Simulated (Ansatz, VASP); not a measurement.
# One calculation of Al2Cu, two programs

Contents of INCAR:

```
SYSTEM = Al2Cu
  ALGO = Fast
  EDIFF = 1E-7
  ENCUT = 520
  GGA = PS
  ISIF = 2
  ISMEAR = 0
  LASPH = .TRUE.
  LCHARG = .TRUE.
  LELF = .TRUE.
  LREAL = .FALSE.
  LVHAR = .TRUE.
  LWAVE = .FALSE.
  NBANDS = 26
  NELM = 100
  PREC = Accurate
  SIGMA = 0.15
```

File KPOINTS:

```
k-points
0
G
  10 10 10
  0 0 0
```

The input POSCAR:

```
Al2Cu
1.0
   -3.0264500000      3.0264500000      2.3172500000
    3.0264500000     -3.0264500000      2.3172500000
    3.0264500000      3.0264500000     -2.3172500000
Al Cu
4 2
Direct
    0.1593210787      0.6593210787      0.8186421574
    0.6593210787      0.8406789213      0.5000000000
    0.8406789213      0.3406789213      0.1813578426
    0.3406789213      0.1593210787      0.5000000000
    0.7500000000      0.7500000000      0.0000000000
    0.2500000000      0.2500000000      0.0000000000
```

Input for Ansatz:

```yaml
crystal:
  lattice:
    - [-3.02645, 3.02645, 2.31725]
    - [3.02645, -3.02645, 2.31725]
    - [3.02645, 3.02645, -2.31725]
  atoms:
    - { symbol: Al, position: [0.1593210787, 0.6593210787, 0.8186421574] }
    - { symbol: Al, position: [0.6593210787, 0.8406789213, 0.5] }
    - { symbol: Al, position: [0.8406789213, 0.3406789213, 0.1813578426] }
    - { symbol: Al, position: [0.3406789213, 0.1593210787, 0.5] }
    - { symbol: Cu, position: [0.75, 0.75, 0.0] }
    - { symbol: Cu, position: [0.25, 0.25, 0.0] }
basis:
  ecutwfc: 520.0
kpoints:
  mp_grid: { grid: [10, 10, 10] }
hamiltonian:
  xc: pbesol
  pseudopotentials: { kind: paw, azcp: { folder: soft_1 } }
scf:
  occupations: { method: gaussian, width: 0.15 }
output:
  forces: true
  stress: true
  eigenvalues: true
```

Alike in both runs: task single point; functional PBEsol; k mesh 10 × 10 × 10; occupations gaussian, width 0.15 eV; no spin polarisation.

```csv
,VASP,Ansatz
version,VASP 6.6.1,Ansatz 0.2.0
potentials or method,"VASP PAW PBE potentials, release 64 (Al, Cu), cutoff 520 eV","scalar-relativistic, plane waves, PAW"
valence electrons in the cell,34,50
```

```tsv
	VASP	Ansatz	Ansatz less VASP
gap on the k mesh at the Fermi level (eV)	none	none	-
pressure (GPa)	3.0	2.7	-0.29
traceless stress, the component that is largest in VASP (GPa)	5.60	5.60	-0.008
rms of the force components (eV/Å)	0.080	0.079	-0.0012
```

VASP's potentials were made for PBE, not for PBEsol, and Ansatz warns of the same on its side. Atom by atom the forces differ by 0.001 eV/Å (rms over components). A gap of «none» marks a metal or a gap that the smearing closes. The functional is the same, so the differences come from potentials, cutoffs and numerics. VASP's potentials hold 34 valence electrons a cell and Ansatz's 50, so a difference there can come from the potentials and not from the codes.
